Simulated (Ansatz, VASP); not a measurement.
# One calculation of SnO2, two programs

```
CELL_PARAMETERS angstrom
1.63698 0.94511 4.97973
-1.63698 0.94511 4.97973
0.00000 -1.89022 4.97973
ATOMIC_POSITIONS crystal
Sn 0.50984 0.49016 0.50000
O 0.19839 0.27138 0.23488
O 0.72862 0.80161 0.76512
```

Change from the starting cell: mode 4 frozen in at -0.118 Å, equal normal strain along x, y and z +0.0125.

Alike in both runs: task single point; functional PBE; k mesh 12 × 12 × 12; occupations gaussian, width 0.05 eV; no spin polarisation.

|  | VASP | Ansatz |
| --- | --- | --- |
| version | VASP 6.6.1 | Ansatz 0.2.0 |
| potentials or method | VASP PAW PBE potentials, release 64 (Sn_d, O), cutoff 520 eV | scalar-relativistic, plane waves, PAW |
| valence electrons in the cell | 26 | 26 |

|  | VASP | Ansatz | Ansatz less VASP |
| --- | --- | --- | --- |
| gap on the k mesh at the Fermi level (eV) | 1.76 | 1.79 | +0.024 |
| least direct gap on the mesh (eV) | 1.90 | 1.92 | +0.019 |
| pressure (GPa) | -2.2 | -2.7 | -0.51 |
| traceless stress, the component that is largest in VASP (GPa) | 1.93 | 1.89 | -0.041 |
| rms of the force components (eV/Å) | 0.769 | 0.747 | -0.0219 |

Atom by atom the forces differ by 0.035 eV/Å (rms over components). With one functional, cell and mesh, what is left measures potentials, basis and numerics.
